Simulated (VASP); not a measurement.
## YSe: single point with LDA

YSe:

```xyz
2
Lattice="0.0000 2.7938 2.7938 2.7938 0.0000 2.7938 2.7938 2.7938 0.0000" Properties=species:S:1:pos:R:3 pbc="T T T"
Y     0.0000    0.0000    0.0000
Se    2.7938    2.7938    2.7938
```

| Quantity | Value |
| --- | --- |
| Program | VASP 6.6.1 |
| Task | single point |
| Functional | LDA |
| Potentials or basis | VASP PAW LDA potentials, release 64 (Y_sv, Se) |
| Cutoff | 520 eV |
| k mesh | 12 × 12 × 12 |
| Occupations | fermi-dirac, width 0.15 eV |
| Spin | no spin polarisation |
| Dipole correction | no |
| Further INCAR settings | ALGO = Normal; EDIFF = 1e-06; NBANDS = 16 |

```yaml
Pressure: 3.2 GPa
```

Levels at points of the mesh, in eV from the Fermi level:
```csv
k point,band 7,band 8,band 9,band 10,band 11,band 12
"(0.00, 0.00, 0.00)",-2.90,-2.90,-0.27,-0.27,-0.27,0.61
"(0.50, 0.00, 0.00)",-5.02,-5.02,1.94,2.51,2.51,2.65
"(0.50, 0.50, 0.00)",-3.79,-3.79,-2.36,1.83,2.91,3.50
```

Run time: 66 s on 1 thread of Intel(R) Xeon(R) Platinum 8175M CPU @ 2.50GHz (Skylake/Cascade Lake) (shared host), peak memory 0.2 GiB.
